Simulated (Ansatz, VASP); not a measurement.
# One calculation of AsAu, two programs

```
CELL_PARAMETERS angstrom
0.00000 2.92028 2.92028
2.92028 0.00000 2.92028
2.92028 2.92028 0.00000
ATOMIC_POSITIONS crystal
Au 0.00000 0.00000 0.00000
As 0.25000 0.25000 0.25000
```

Alike in both runs: task single point; functional PBE; k mesh 11 × 11 × 11; occupations fermi-dirac, width 0.08 eV; non-collinear spin, spin-orbit coupling.

|  | VASP | Ansatz |
| --- | --- | --- |
| version | VASP 6.6.1 | Ansatz 0.2.0 |
| potentials or method | VASP PAW PBE potentials, release 64 (Au, As), cutoff 520 eV | all-electron LAPW |

Ansatz gave:

* pressure (GPa): -0.6

Problem. Which values does VASP return?

Solution. Pressure (GPa): -0.5.

Ansatz ran all-electron here, and VASP with PAW potentials.
